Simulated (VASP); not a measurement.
# As: single point with PBE+D3(BJ)

Crystal: As.

```
As
1.0
     1.86740   -5.41559    0.00000
     1.86740    5.41559    0.00000
     0.00000    0.00000    4.30144
As
4
Direct
  0.88739 0.11261 0.05576
  0.61261 0.38739 0.55576
  0.11261 0.88739 0.94424
  0.38739 0.61261 0.44424
```

```
Program                : VASP 6.6.1
Task                   : single point
Functional             : PBE
Dispersion             : D3(BJ)
Potentials or basis    : VASP PAW PBE potentials, release 64 (As)
Cutoff                 : 520 eV
k mesh                 : 12 × 12 × 10
Occupations            : gaussian, width 0.1 eV
Spin                   : no spin polarisation
Dipole correction      : no
Further INCAR settings : ALGO = Normal; EDIFF = 1e-07; NBANDS = 18
```

```yaml
Pressure: 0.3 GPa
Largest_force: 0.064 eV/Å
Band_gap_on_the_k_mesh: zero (band 10 reaches 5.23 eV, above the bottom of band 11 at 4.88 eV)
Dispersion_energy_per_atom: -0.415 eV
```

Forces on the atoms (eV/Å):
```
As   0.000  0.046 -0.045
As   0.000 -0.046 -0.045
As   0.000 -0.046  0.045
As   0.000  0.046  0.045
```

Levels at points of the mesh, in eV from the Fermi level:
```csv
k point,band 6,band 7,band 8,band 9,band 10,band 11,band 12,band 13,band 14,band 15
"(0.00, 0.00, 0.00)",-4.24,-3.32,-2.26,-2.02,-0.90,1.96,2.37,2.46,3.59,4.87
"(0.50, 0.00, 0.00)",-3.61,-2.38,-2.38,-2.15,-2.15,0.83,0.83,1.25,1.25,3.30
"(0.50, 0.50, 0.00)",-4.21,-3.77,-1.67,-1.49,-0.44,0.00,1.98,2.28,3.14,4.96
"(0.00, 0.00, 0.50)",-4.38,-2.14,-2.14,-0.56,-0.56,0.81,0.81,1.66,1.66,5.27
"(0.50, 0.00, 0.50)",-5.59,-4.72,-4.72,-1.84,-1.84,1.97,1.97,5.16,5.16,6.80
"(0.50, 0.50, 0.50)",-2.29,-1.72,-1.72,-1.13,-1.13,1.44,1.44,1.77,1.77,2.29
```

Run time: 8.7 min on 1 thread of Intel Xeon 6975P-C, with other jobs on the host, peak memory 0.48 GiB.

Caveat: pairwise dispersion overbinds metals, which lowers pressure and volume.
